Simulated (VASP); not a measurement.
## CuO (Tenorite): single point with PBE

The system is CuO (Tenorite).

```
CELL_PARAMETERS angstrom
2.34465 -1.71340 0.00000
2.34465 1.71340 0.00000
-0.86055 0.00000 5.05944
ATOMIC_POSITIONS crystal
Cu 0.49680 0.00320 0.50000
Cu 0.00320 0.49680 0.00000
O 0.40560 0.57140 0.75370
O 0.57140 0.40560 0.25370
```

- Program: VASP 6.6.1
- Task: single point
- Functional: PBE
- Potentials or basis: VASP PAW PBE potentials, release 64 (Cu, O)
- Cutoff: 520 eV
- k mesh: 10 × 10 × 5
- Occupations: fermi-dirac, width 0.05 eV
- Spin: no spin polarisation

| Item | Value |
| --- | --- |
| Pressure | 6.4 GPa |
| Largest force | 0.789 eV/Å |
| Band gap on the k mesh | zero (band 17 reaches 5.95 eV, above the bottom of band 18 at 5.35 eV) |

Forces on the atoms (eV/Å):
```
Cu  -0.652 -0.364  0.255
Cu  -0.652  0.364  0.255
O    0.652 -0.265 -0.255
O    0.652  0.265 -0.255
```

Stress tensor (GPa, compression positive):
```
 6.29  0.00 -1.83
 0.00  6.94  0.00
-1.83  0.00  5.84
```

Levels at points of the mesh, in eV from the Fermi level:
```csv
k point,band 15,band 16,band 17,band 18,band 19,band 20
"(0.00, 0.00, 0.00)",-2.13,-1.65,0.22,0.92,1.71,6.06
"(0.50, 0.00, 0.00)",-1.49,-1.40,-0.03,0.29,4.91,6.32
"(0.50, 0.50, 0.00)",-1.68,-1.22,-0.65,1.07,3.39,7.06
```

Run time: 77 s on 1 thread of Intel(R) Xeon(R) Platinum 8488C (Sapphire Rapids), with other jobs on the host, peak memory 0.25 GiB.

Caveat: semilocal functionals often make such compounds metallic where correlation or magnetic order opens a gap, which also shifts bond lengths. With open d or f shells a metallic result of PBE can be an artefact of self-interaction; +U or a hybrid may open a gap.
